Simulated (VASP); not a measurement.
Here is a VASP 6.6.1 calculation.

INCAR

```
  PREC = Accurate
  ENCUT = 600
  EDIFF = 1E-6
  ISMEAR = 0
  SIGMA = 0.01
  LREAL = False
  LASPH = True
  NELM = 120
  ALGO = Normal
  ISIF = 2
  LWAVE = False
  LCHARG = False
  GGA = PE
  NBANDS = 11
  GGA_COMPAT = False
```

KPOINTS

```
Automatic mesh
0
Gamma
  6 6 6
```

File POSCAR:

```
Be2C
1.0
    0.0000000000      2.1650000000      2.1650000000
    2.1650000000      0.0000000000      2.1650000000
    2.1650000000      2.1650000000      0.0000000000
Be C
2 1
Direct
    0.2500000000      0.2500000000      0.2500000000
    0.7500000000      0.7500000000      0.7500000000
    0.0000000000      0.0000000000      0.0000000000
```

Potentials or basis: VASP PAW PBE potentials, release 64 (Be, C).

The run is started by

```console
$ cat potpaw_PBE.64/Be/POTCAR potpaw_PBE.64/C/POTCAR > POTCAR
$ mpirun -np 1 vasp_std > vasp.out
```

**Question.** What does it give for the band gap on the k mesh?

**Answer.** 1.15 eV, indirect (least direct gap 4.12 eV).

**Question.** What does it give for the pressure?

**Answer.** 0.0 GPa.

A k mesh can miss the band edges. As with any semilocal functional, this PBE gap is likely too small.
